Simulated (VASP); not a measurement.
Here is a VASP 6.6.1 calculation.

Contents of INCAR:

```
SYSTEM = Rh
PREC = Accurate
ENCUT = 500
EDIFF = 1E-6
ISMEAR = 0
SIGMA = 0.15
LREAL = .False.
LASPH = .True.
NELM = 200
ALGO = Normal
ISIF = 2
LWAVE = .False.
LCHARG = .False.
ISPIN = 2
MAGMOM = 0.25 0.25
LORBIT = 11
NUPDOWN = 0.5
LMAXMIX = 4
GGA = PE
NBANDS = 26
GGA_COMPAT = .False.
```

Contents of KPOINTS:

```
Automatic mesh
0
Gamma
  21 21 12
  0 0 0
```

POSCAR

```
Rh
1.0
    2.5504655491      0.0000000000      0.0000000000
   -1.2752327746      2.2087679570      0.0000000000
    0.0000000000      0.0000000000      4.1044582456
Rh
2
Direct
    0.6666666667      0.3333333333      0.7500000000
    0.3333333333      0.6666666667      0.2500000000
```

Potentials or basis: VASP PAW PBE potentials, release 64 (Rh_pv).

Run with:

```bash
$ cat potpaw_PBE.64/Rh_pv/POTCAR > POTCAR
$ mpirun -np 1 vasp_std > vasp.out
```

(1) Estimate the pressure.

## Answers

(1) 84.7 GPa.

Caveat: the cell stands under pressure; the total moment is fixed, so each spin has its own Fermi level.
